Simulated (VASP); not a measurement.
Write the native input for VASP 6.6.1 that does the following.

```yaml
Task: single point
Functional: PBE
Potentials_or_basis: VASP PAW PBE potentials, release 64 (Mg, Al, Pd)
Cutoff: 520 eV
k_mesh: 4 × 4 × 4
Occupations: gaussian, width 0.1 eV
Spin: collinear spin
Starting_moments: "[0.0, 0.0, 0.0, 0.0, 0.0, 0.0, 1.0, 1.0] μB"
Dipole_correction: no
Further_INCAR_settings: ALGO = Fast; EDIFF = 1e-06; NBANDS = 32
```

The structure of Mg3Al3Pd2 lies in POSCAR:

```
Mg3Al3Pd2
1.0
    5.4505676268      0.0000000000      0.0000000000
    0.0000000000      5.4505676268      0.0000000000
    0.0000000000      0.0000000000      5.4505676268
Mg Al Pd
3 3 2
Direct
    0.5000000000      0.0000000000      0.0000000000
    0.0000000000      0.5000000000      0.0000000000
    0.0000000000      0.0000000000      0.5000000000
    0.0000000000      0.5000000000      0.5000000000
    0.5000000000      0.0000000000      0.5000000000
    0.5000000000      0.5000000000      0.0000000000
    0.0000000000      0.0000000000      0.0000000000
    0.5000000000      0.5000000000      0.5000000000
```

The cell was generated, and may not be a known phase.

The input as run:

INCAR

```
PREC = Accurate
ENCUT = 520
EDIFF = 1E-6
ISMEAR = 0
SIGMA = 0.1
LREAL = False
LASPH = True
NELM = 150
ALGO = Fast
ISIF = 2
LWAVE = False
LCHARG = False
ISPIN = 2
MAGMOM = 0 0 0 0 0 0 1 1
LORBIT = 11
LMAXMIX = 4
GGA = PE
NBANDS = 32
```

KPOINTS

```
regular mesh
0
Gamma
  4 4 4
```

Potentials or basis: VASP PAW PBE potentials, release 64 (Mg, Al, Pd).

The run is started by

```sh
$ cat potpaw_PBE.64/Mg/POTCAR potpaw_PBE.64/Al/POTCAR potpaw_PBE.64/Pd/POTCAR > POTCAR
$ mpirun -np 1 vasp_std > vasp.out
```

It gave:

```json
{
 "Pressure": "0.3 GPa",
 "Net moment": "0.00 μB per cell",
 "Valence electrons inside the program's atomic spheres": "Mg 0.39; Al 0.79; Pd 9.39, 9.37"
}
```

Run time: 59 s on 1 thread of Intel(R) Xeon(R) 6975P-C (Granite Rapids), with other jobs on the host, peak memory 0.35 GiB.
